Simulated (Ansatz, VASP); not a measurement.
**One calculation of CaO, two programs**

```
Ca O
1.0
     0.00000    2.39172    2.39172
     2.39172    0.00000    2.39172
     2.39172    2.39172    0.00000
Ca O
1 1
Direct
  0.00000 0.00000 0.00000
  0.50000 0.50000 0.50000
```

Alike in both runs: functional PBE; dispersion D3(BJ); k mesh 8 × 8 × 8; occupations gaussian, width 0.02 eV; no spin polarisation.

Ansatz relaxed the structure, and its values are those at the end. VASP's run is a single point on that final structure, the one shown.

|  | VASP | Ansatz |
| --- | --- | --- |
| version | VASP 6.6.1 | Ansatz 0.2.0 |
| potentials or method | VASP PAW PBE potentials, release 64 (Ca_sv, O), cutoff 600 eV | scalar-relativistic, plane waves, PAW |
| valence electrons in the cell | 16 | 16 |

|  | VASP | Ansatz | Ansatz less VASP |
| --- | --- | --- | --- |
| gap on the k mesh at the Fermi level (eV) | 3.63 | 3.65 | +0.019 |
| least direct gap on the mesh (eV) | 4.00 | 4.02 | +0.018 |
| pressure (GPa) | 0.5 | 0.0 | -0.50 |
